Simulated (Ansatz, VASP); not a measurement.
**One calculation of ZrB2, two programs**

Contents of INCAR:

```
PREC = Accurate ; ENCUT = 520
EDIFF = 1E-6 ; ISMEAR = 0
SIGMA = 0.15 ; LREAL = False
LASPH = True ; NELM = 100
ALGO = Normal ; ISIF = 2
LWAVE = False ; LCHARG = False
GGA = CA ; NBANDS = 16
```

Contents of KPOINTS:

```
regular mesh
0
Gamma
  15 15 12
```

Contents of POSCAR:

```
ZrB2
1.0
    3.1639000000      0.0000000000      0.0000000000
   -1.5819500000      2.7400177750      0.0000000000
    0.0000000000      0.0000000000      3.3145000000
Zr B
1 2
Direct
    0.0000000000      0.0000000000      0.0000000000
    0.3333333333      0.6666666667      0.5000000000
    0.6666666667      0.3333333333      0.5000000000
```

Input for Ansatz:

```yaml
crystal:
  lattice:
    - [3.1639, 0.0, 0.0]
    - [-1.58195, 2.740017775, 0.0]
    - [0.0, 0.0, 3.3145]
  atoms:
    - { symbol: Zr, position: [0.0, 0.0, 0.0] }
    - { symbol: B, position: [0.3333333333, 0.6666666667, 0.5] }
    - { symbol: B, position: [0.6666666667, 0.3333333333, 0.5] }
basis:
  ecutwfc: 520.0
kpoints:
  mp_grid: { grid: [15, 15, 12] }
hamiltonian:
  xc: lda
  pseudopotentials: { kind: paw }
scf:
  occupations: { method: gaussian, width: 0.15 }
output:
  forces: true
  stress: true
  eigenvalues: true
  write_density: true
  write_potential: true
  elf: true
  volumetric_format: npy
```

Alike in both runs: task single point; functional LDA; k mesh 15 × 15 × 12; occupations gaussian, width 0.15 eV; no spin polarisation.

```csv
,VASP,Ansatz
version,VASP 6.6.1,Ansatz 0.2.0
potentials or method,"VASP PAW LDA potentials, release 64 (Zr_sv, B), cutoff 520 eV","scalar-relativistic, plane waves, PAW"
valence electrons in the cell,18,18
```

Ansatz gave:

| Item | Value |
| --- | --- |
| gap on the k mesh at the Fermi level (eV) | none |
| pressure (GPa) | 8.3 |
| traceless stress, the component that is largest in VASP (GPa) | 14.44 |

**Question.** What did VASP give for the same quantities?

**Answer.** gap on the k mesh at the Fermi level (eV): none; pressure (GPa): 8.9; traceless stress, the component that is largest in VASP (GPa): 14.48.

LDA's correlation is that of Perdew and Zunger in VASP and of Perdew and Wang (1992) in Ansatz. A gap of «none» marks a metal or a gap that the smearing closes.
